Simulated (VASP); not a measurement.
# Te2Mo in VASP: further runs, part 2 of 2

VASP 6.6.1.

### 4 Single point, PBEsol

This run uses another cell than the first one, of 128.93 Å³/atom, 1.003 times its volume.

Input file INCAR:

```
SYSTEM = Te2Mo
PREC = Accurate
ENCUT = 520
EDIFF = 1E-7
ISMEAR = -1
SIGMA = 0.05
LREAL = .False.
LASPH = .True.
NELM = 80
ALGO = Normal
ISIF = 2
LWAVE = .False.
LCHARG = .True.
GGA = PS
LELF = .True.
LVHAR = .True.
NBANDS = 35
```

Input file KPOINTS:

```
Automatic mesh
0
Gamma
  3 6 1
  0 0 0
```

Input file POSCAR:

```
Te2Mo
1.0
    6.2799370257      0.0000000000      0.0024525547
    0.0000000000      3.4055248396      0.0000000000
   -0.0706937712      0.0000000000     36.1721817490
Te Mo
4 2
Direct
    0.4314395111      0.7500000000      0.5407717921
    0.5685604889      0.2500000000      0.4592282079
    0.9202015782      0.2500000000      0.5567881457
    0.0797984218      0.7500000000      0.4432118543
    0.1812243220      0.2500000000      0.4976020295
    0.8187756780      0.7500000000      0.5023979705
```

Potentials or basis: VASP PAW PBE potentials, release 64 (Te, Mo_sv).

The run is started by

```console
$ cat potpaw_PBE.64/Te/POTCAR potpaw_PBE.64/Mo_sv/POTCAR > POTCAR
$ mpirun -np 1 vasp_std > vasp.out
```

OUTCAR:

```text
SYSTEM = Te2Mo
   PREC = Accurate
   ENCUT = 520
   EDIFF = 1E-7
   ISMEAR = -1
   LREAL = .False.
   LASPH = .True.
   NELM = 80
   ISIF = 2
   GGA = PS

 ion  position               nearest neighbor table
   1  0.431  0.750  0.541-   5 2.79   5 2.79   6 2.80   2 3.51   2 3.51   3 3.56   3 3.56   3 3.68
                             3 3.68
   2  0.569  0.250  0.459-   6 2.79   6 2.79   5 2.80   1 3.51   1 3.51   4 3.56   4 3.56   4 3.68
                             4 3.68
   3  0.920  0.250  0.557-   6 2.68   6 2.68   5 2.70   1 3.56   1 3.56   1 3.68   1 3.68
   4  0.080  0.750  0.443-   5 2.68   5 2.68   6 2.70   2 3.56   2 3.56   2 3.68   2 3.68
   5  0.181  0.250  0.498-   4 2.68   4 2.68   3 2.70   1 2.79   1 2.79   2 2.80   6 2.85   6 2.85

   6  0.819  0.750  0.502-   3 2.68   3 2.68   4 2.70   2 2.79   2 2.79   1 2.80   5 2.85   5 2.85

  LATTYP: Found a simple monoclinic cell.
 ALAT       =     6.2799375046
 B/A-ratio  =     0.5422864220
 C/A-ratio  =     5.7599698728
 COS(beta)  =    -0.0015638273

  Lattice vectors:

 A1 = (   6.2799370257,   0.0000000000,   0.0024525547)
 A2 = (   0.0000000000,   3.4055248396,   0.0000000000)
[... 172 lines left out ...]
 cond. band min:      -2.1569695140   @ k =   0.0000   0.1667   0.0000
 fundamental gap:      0.2809558751
 Fermi energy:        -2.1585701448

 k-point     1 :       0.0000    0.0000    0.0000
  band No.  band energies     occupation
      1     -63.0384      2.00000
      2     -62.9674      2.00000
      3     -37.3430      2.00000
      4     -37.2538      2.00000
      5     -37.2257      2.00000
      6     -37.0806      2.00000
[... 293 lines left out ...]
     34       1.4427      0.00000
     35       2.7671      0.00000

------------------------ aborting loop because EDIFF is reached ----------------------------------------

  FORCE on cell =-STRESS in cart. coord.  units (eV):
  Direction    XX          YY          ZZ          XY          YZ          ZX
  --------------------------------------------------------------------------------------
  -------------------------------------------------------------------------------------
  Total        0.0971037      0.0884414      0.1686720      0.0000000      0.0000000      0.0044374
  in kB        0.2011092      0.1831690      0.3493327      0.0000000      0.0000000      0.0091902
  external PRESSURE =       0.2445369 kB  Pullay stress =       0.0000000 kB

 VOLUME and BASIS-vectors are now :
 -----------------------------------------------------------------------------
  energy-cutoff  :      520.00
  volume of cell :      773.60
      direct lattice vectors                 reciprocal lattice vectors
     6.279937026  0.000000000  0.002452555     0.159237144  0.000000000  0.000311208
     0.000000000  3.405524840  0.000000000     0.000000000  0.293640495  0.000000000
    -0.070693771  0.000000000 36.172181749    -0.000010797  0.000000000  0.027645533

 POSITION                                       TOTAL-FORCE (eV/Angst)
 -----------------------------------------------------------------------------------
      2.67118      2.55414     19.56195         0.001321      0.000000      0.024864
      3.53806      0.85138     16.61268        -0.001321      0.000000     -0.024864
      5.73945      0.85138     20.14250        -0.000020      0.000000      0.028891
      0.46980      2.55414     16.03214         0.000020      0.000000     -0.028891
      1.10290      0.85138     17.99980         0.003242     -0.000000     -0.003578
      5.10634      2.55414     18.17484        -0.003242      0.000000      0.003578
 -----------------------------------------------------------------------------------
    total drift:                                0.000000      0.000000      0.000000

  FREE ENERGIE OF THE ION-ELECTRON SYSTEM (eV)
  ---------------------------------------------------
  free  energy   TOTEN  =       -39.1544297592 eV

  energy  without entropy=      -39.1453637090  energy(sigma->0) =      -39.14989673
```

OSZICAR:

```text
N       E                     dE             d eps       ncg     rms          rms(c)
DAV:   1     0.429600574512E+03    0.42960E+03   -0.21752E+04   704   0.106E+03
DAV:   2     0.251724064475E+01   -0.42708E+03   -0.41718E+03   829   0.235E+02
DAV:   3    -0.390660541195E+02   -0.41583E+02   -0.40958E+02   720   0.705E+01
[... 20 lines left out ...]
DAV:  24    -0.391544264817E+02   -0.57037E-05   -0.91247E-08   477   0.959E-04    0.186E-03
DAV:  25    -0.391544282224E+02   -0.17407E-05   -0.12221E-08   450   0.364E-04    0.140E-03
DAV:  26    -0.391544293415E+02   -0.11191E-05   -0.13181E-08   426   0.513E-04    0.279E-04
DAV:  27    -0.391544297075E+02   -0.36602E-06   -0.88279E-10   409   0.296E-04    0.409E-04
DAV:  28    -0.391544297592E+02   -0.51657E-07    0.67239E-09   385   0.105E-04
   1 F= -.39154430E+02 E0= -.39149897E+02  d E =-.906605E-02
```

stdout:

```text
POSCAR found type information on POSCAR TeMo
 POSCAR found :  2 types and       6 ions
 scaLAPACK will be used
 -----------------------------------------------------------------------------
|                                                                             |
|                                                                             |
|     You enforced a specific xc type in the INCAR file but a different       |
|     I HOPE YOU KNOW WHAT YOU ARE DOING!                                     |
|                                                                             |
 -----------------------------------------------------------------------------

 LDA part: xc-table for (Slater+PW92), standard interpolation
 POSCAR, INCAR and KPOINTS ok, starting setup
 FFT: planning ... GRIDC
 FFT: planning ... GRID_SOFT
 FFT: planning ... GRID
 WAVECAR not read
 entering main loop
```

It took 8.2 min on 1 thread of AMD EPYC 9R14 (Zen 4), shared host; peak memory 0.79 GiB.

What came out:

```yaml
Free_energy: -39.1544 eV
Largest_force: 0.029 eV/Å
Band_gap_on_the_k_mesh: zero (band 26 reaches -1.79 eV, above the bottom of band 27 at -2.16 eV)
```

Forces on the atoms (eV/Å):
```
Te   0.001  0.000  0.025
Te  -0.001  0.000 -0.025
Te   0.000  0.000  0.029
Te   0.000  0.000 -0.029
Mo   0.003  0.000 -0.004
Mo  -0.003  0.000  0.004
```

Levels at points of the mesh, in eV from the Fermi level:
```
           k point  band 23  band 24  band 25  band 26  band 27  band 28  band 29  band 30
(0.00, 0.00, 0.00)    -1.03    -0.49    -0.31     0.37     0.67     1.28     1.72     2.14
(0.00, 0.50, 0.00)    -1.65    -1.65    -1.44    -1.44     1.23     1.23     1.57     1.57
```

Caveat: the PAW data sets were made with another functional, which shifts forces and pressure a little; spin-orbit coupling is left out, which moves the levels of the heavy elements.

### 5 Single point, LDA

This run uses another cell than the first one, of 133.49 Å³/atom, 1.039 times its volume.

Input file INCAR:

```
ALGO     = Normal         # electronic algorithm
EDIFF    = 1E-6           # SCF threshold, eV
ENCUT    = 520            # plane-wave cutoff, eV
ISIF     = 2              # what is computed and relaxed
ISMEAR   = -1             # smearing method
LASPH    = True           # aspherical terms in the spheres
LCHARG   = False          # write CHGCAR
LREAL    = False          # projectors in reciprocal space
LWAVE    = False          # write WAVECAR
NBANDS   = 35             # bands
NELM     = 80             # most SCF steps
PREC     = Accurate       # precision mode
SIGMA    = 0.05           # smearing width, eV
```

Input file KPOINTS:

```
k-points
0
Gamma
  4 8 1
```

Input file POSCAR:

```
Te2Mo
1.0
    6.3616090156      0.0000000000      0.0000000000
    0.0000000000      3.4804030600      0.0000000000
   -0.0857412231      0.0000000000     36.1758904685
Te Mo
4 2
Direct
    0.4292511000      0.7500000000      0.5407035800
    0.5707489000      0.2500000000      0.4592964200
    0.9208478700      0.2500000000      0.5565273200
    0.0791521300      0.7500000000      0.4434726800
    0.1813475600      0.2500000000      0.4974653700
    0.8186524400      0.7500000000      0.5025346300
```

Potentials or basis: VASP PAW LDA potentials, release 64 (Te, Mo_sv).

The run is started by

```console
$ cat potpaw_LDA.64/Te/POTCAR potpaw_LDA.64/Mo_sv/POTCAR > POTCAR
$ mpirun -np 1 vasp_std > vasp.out
```

Run time: 8.6 min. Hardware: 1 thread of Intel Xeon Platinum 8488C (Sapphire Rapids), shared host; peak memory 0.76 GiB.

It converged, with:

```yaml
Free_energy: -40.7319 eV
Largest_force: 0.430 eV/Å
Band_gap_on_the_k_mesh: zero (band 26 reaches -2.27 eV, above the bottom of band 27 at -2.45 eV)
```

Forces on the atoms (eV/Å):
```
Te   0.011  0.000 -0.374
Te  -0.011  0.000  0.374
Te  -0.004  0.000 -0.430
Te   0.004  0.000  0.430
Mo  -0.040  0.000 -0.011
Mo   0.040  0.000  0.011
```

Levels at points of the mesh, in eV from the Fermi level:
```csv
k point,band 22,band 23,band 24,band 25,band 26,band 27,band 28,band 29,band 30,band 31
"(0.00, 0.00, 0.00)",-1.27,-0.92,-0.58,-0.28,0.18,0.65,1.10,1.72,2.12,2.26
"(0.50, 0.00, 0.00)",-1.29,-1.22,-0.77,-0.76,-0.64,0.11,1.09,1.47,1.80,2.85
"(0.00, 0.50, 0.00)",-2.51,-1.56,-1.56,-1.36,-1.36,1.17,1.17,1.44,1.44,2.02
"(0.50, 0.50, 0.00)",-2.24,-1.68,-1.68,-0.80,-0.80,1.08,1.08,1.92,1.92,2.31
```

Caveat: spin-orbit coupling is left out, which moves the levels of the heavy elements.

### 6 Single point, PBE+D3(BJ)

This run uses another cell than the first one, of 129.93 Å³/atom, 1.011 times its volume.

Input file INCAR:

```
SYSTEM = Te2Mo
PREC = Accurate ; ENCUT = 520
EDIFF = 1E-6 ; ISMEAR = -1
SIGMA = 0.05 ; LREAL = .FALSE.
LASPH = .TRUE. ; NELM = 80
ALGO = Normal ; ISIF = 2
LWAVE = .FALSE. ; LCHARG = .FALSE.
GGA = PE ; IVDW = 12
NBANDS = 35
```

Input file KPOINTS:

```
regular mesh
0
G
  4 8 1
  0 0 0
```

Input file POSCAR:

```
Te2Mo
1.0
    6.3174807433      0.0000000000      0.0028344301
    0.0000000000      3.4108120472      0.0000000000
   -0.0690282116      0.0000000000     36.1786989511
Te Mo
4 2
Direct
    0.4315806926      0.7500000000      0.5412090642
    0.5684193074      0.2500000000      0.4587909358
    0.9218878410      0.2500000000      0.5571393779
    0.0781121590      0.7500000000      0.4428606221
    0.1824602073      0.2500000000      0.4976210566
    0.8175397927      0.7500000000      0.5023789434
```

Potentials or basis: VASP PAW PBE potentials, release 64 (Te, Mo_sv).

The run is started by

```console
$ cat potpaw_PBE.64/Te/POTCAR potpaw_PBE.64/Mo_sv/POTCAR > POTCAR
$ mpirun -np 1 vasp_std > vasp.out
```

OUTCAR:

```text
SYSTEM = Te2Mo
   PREC = Accurate
   ENCUT = 520
   EDIFF = 1E-6
   ISMEAR = -1
   LREAL = .FALSE.
   LASPH = .TRUE.
   NELM = 80
   ISIF = 2
   GGA = PE
   IVDW = 12
 IVDW          = 12

 ion  position               nearest neighbor table
   1  0.432  0.750  0.541-   5 2.80   5 2.80   6 2.82   2 3.54   2 3.54   3 3.58   3 3.58
   2  0.568  0.250  0.459-   6 2.80   6 2.80   5 2.82   1 3.54   1 3.54   4 3.58   4 3.58
[... 777 lines left out ...]
  --------------------------------------------------------------------------------------
  -------------------------------------------------------------------------------------
  Total       0.11218    -0.14944     0.05114     0.00000     0.00000    -0.00975
  in kB       0.23055    -0.30713     0.10510     0.00000     0.00000    -0.02004
  external pressure =        0.01 kB  Pullay stress =        0.00 kB

 VOLUME and BASIS-vectors are now :
 -----------------------------------------------------------------------------
  energy-cutoff  :      520.00
  volume of cell :      779.57
      direct lattice vectors                 reciprocal lattice vectors
     6.317480743  0.000000000  0.002834430     0.158290810  0.000000000  0.000302016
     0.000000000  3.410812047  0.000000000     0.000000000  0.293185314  0.000000000
    -0.069028212  0.000000000 36.178698951    -0.000012401  0.000000000  0.027640550

 POSITION                                       TOTAL-FORCE (eV/Angst)
 -----------------------------------------------------------------------------------
      2.68914      2.55811     19.58146        -0.005231     -0.000000      0.010793
      3.55931      0.85270     16.60007         0.005231      0.000000     -0.010793
      5.78555      0.85270     20.15919         0.001020     -0.000000      0.010210
      0.46290      2.55811     16.02234        -0.001020      0.000000     -0.010210
      1.11834      0.85270     18.00380        -0.000718      0.000000      0.000396
      5.13011      2.55811     18.17773         0.000718     -0.000000     -0.000396
 -----------------------------------------------------------------------------------
    total drift:                                0.000000     -0.000000      0.000000

  FREE ENERGIE OF THE ION-ELECTRON SYSTEM (eV)
  ---------------------------------------------------
  free  energy   TOTEN  =       -38.3258189143 eV

  energy  without entropy=      -38.3137302691  energy(sigma->0) =      -38.31977459
```

stdout:

```text
POSCAR found type information on POSCAR TeMo
 POSCAR found :  2 types and       6 ions
 scaLAPACK will be used
 LDA part: xc-table for (Slater+PW92), standard interpolation
 POSCAR, INCAR and KPOINTS ok, starting setup
 FFT: planning ... GRIDC
 FFT: planning ... GRID_SOFT
 FFT: planning ... GRID
 WAVECAR not read
 entering main loop
```

Wall time 10 min (1 thread of Intel Xeon Platinum 8488C (Sapphire Rapids), shared host); peak memory 0.92 GiB.

What came out:

* Free energy: -38.3258 eV
* Largest force: 0.012 eV/Å
* Band gap on the k mesh: zero (band 26 reaches -1.69 eV, above the bottom of band 27 at -2.03 eV)
* Dispersion energy per atom: -0.397 eV

Forces on the atoms (eV/Å):
```
Te  -0.005  0.000  0.011
Te   0.005  0.000 -0.011
Te   0.001  0.000  0.010
Te  -0.001  0.000 -0.010
Mo  -0.001  0.000  0.000
Mo   0.001  0.000  0.000
```

Levels at points of the mesh, in eV from the Fermi level:
```
           k point  band 22  band 23  band 24  band 25  band 26  band 27  band 28  band 29  band 30  band 31
(0.00, 0.00, 0.00)    -1.40    -1.08    -0.49    -0.37     0.34     0.57     1.21     1.65     2.08     2.40
(0.50, 0.00, 0.00)    -1.44    -1.43    -0.95    -0.72    -0.52     0.00     1.28     1.37     1.86     2.81
(0.00, 0.50, 0.00)    -2.63    -1.70    -1.70    -1.47    -1.47     1.18     1.18     1.52     1.52     1.94
(0.50, 0.50, 0.00)    -2.38    -1.72    -1.72    -0.90    -0.90     1.16     1.16     1.81     1.81     2.30
```

Caveat: spin-orbit coupling is left out, which moves the levels of the heavy elements.

### 7 Single point, RPBE+D4

This run uses another cell than the first one, of 129.35 Å³/atom, 1.007 times its volume.

Input file INCAR:

```
SYSTEM = Te2Mo
ALGO = Normal ; EDIFF = 1E-6
ENCUT = 520 ; GGA = RP
ISIF = 2 ; ISMEAR = -1
IVDW = 13 ; LASPH = .TRUE.
LCHARG = .FALSE. ; LREAL = .FALSE.
LWAVE = .FALSE. ; NBANDS = 35
NELM = 60 ; PREC = Accurate
SIGMA = 0.05
```

Input file KPOINTS:

```
k-points
0
G
  4 8 1
  0 0 0
```

Input file POSCAR:

```
Te2Mo
1.0
    6.2902749534      0.0000000000      0.0025176323
    0.0000000000      3.4113649814      0.0000000000
   -0.0704630346      0.0000000000     36.1689746629
Te Mo
4 2
Direct
    0.4311399086      0.7500000000      0.5411498023
    0.5688600914      0.2500000000      0.4588501977
    0.9222859603      0.2500000000      0.5571134913
    0.0777140397      0.7500000000      0.4428865087
    0.1829625622      0.2500000000      0.4975748575
    0.8170374378      0.7500000000      0.5024251425
```

The run is started by

```console
$ cat potpaw_PBE.64/Te/POTCAR potpaw_PBE.64/Mo_sv/POTCAR > POTCAR
$ mpirun -np 1 vasp_std > vasp.out
```

Wall time 14 min (1 thread of Intel Xeon Platinum 8375C at 2.90GHz (Ice Lake), shared host); peak memory 0.92 GiB.

The run converged. Its results:

| Property | Result |
| --- | --- |
| Free energy | -38.6710 eV |
| Largest force | 0.012 eV/Å |
| Band gap on the k mesh | zero (band 26 reaches -1.60 eV, above the bottom of band 27 at -1.91 eV) |
| Dispersion energy per atom | -0.869 eV |

Forces in eV/Å, atoms in the order of the input:
```
Te   0.004  0.000  0.011
Te  -0.004  0.000 -0.011
Te  -0.008  0.000  0.001
Te   0.008  0.000 -0.001
Mo   0.009  0.000  0.000
Mo  -0.009  0.000  0.000
```

Levels at points of the mesh, in eV from the Fermi level:
```csv
k point,band 22,band 23,band 24,band 25,band 26,band 27,band 28,band 29,band 30,band 31
"(0.00, 0.00, 0.00)",-1.38,-1.08,-0.50,-0.35,0.32,0.59,1.21,1.67,2.13,2.41
"(0.50, 0.00, 0.00)",-1.43,-1.43,-0.95,-0.75,-0.54,0.02,1.27,1.38,1.90,2.85
"(0.00, 0.50, 0.00)",-2.65,-1.71,-1.71,-1.47,-1.47,1.20,1.20,1.53,1.53,1.96
"(0.50, 0.50, 0.00)",-2.40,-1.70,-1.70,-0.91,-0.91,1.18,1.18,1.82,1.82,2.33
```

Caveat: the PAW data sets were made with another functional, which shifts forces and pressure a little; spin-orbit coupling is left out, which moves the levels of the heavy elements.

### 8 Overview

```tsv
level	potentials or basis	cell	k mesh	gap on the mesh (eV)	largest force (eV/Å)
PBEsol+D4	VASP PAW PBE potentials, release 64 (Te, Mo_sv)	a = 6.243, b = 3.415, c = 36.169 Å, angles 90.0, 90.1, 90.0°, 6 atoms	3 × 6 × 1	none	0.03
PBEsol	VASP PAW PBE potentials, release 64 (Te, Mo_sv)	a = 6.280, b = 3.406, c = 36.172 Å, angles 90.0, 90.1, 90.0°, 6 atoms	3 × 6 × 1	none	0.03
LDA	VASP PAW LDA potentials, release 64 (Te, Mo_sv)	a = 6.362, b = 3.480, c = 36.176 Å, angles 90.0, 90.1, 90.0°, 6 atoms	4 × 8 × 1	none	0.43
PBE+D3(BJ)	VASP PAW PBE potentials, release 64 (Te, Mo_sv)	a = 6.317, b = 3.411, c = 36.179 Å, angles 90.0, 90.1, 90.0°, 6 atoms	4 × 8 × 1	none	0.01
RPBE+D4	VASP PAW PBE potentials, release 64 (Te, Mo_sv)	a = 6.290, b = 3.411, c = 36.169 Å, angles 90.0, 90.1, 90.0°, 6 atoms	4 × 8 × 1	none	0.01
```

Alike in all rows: task single point; no spin polarisation; cutoff (eV) 520; smearing fermi-dirac 0.05 eV.

Caveats: spin-orbit coupling is left out, which moves the levels of the heavy elements; the PAW data sets were made with another functional, which shifts forces and pressure a little (some runs).

Absolute energies hang on the potentials; compare differences alone.
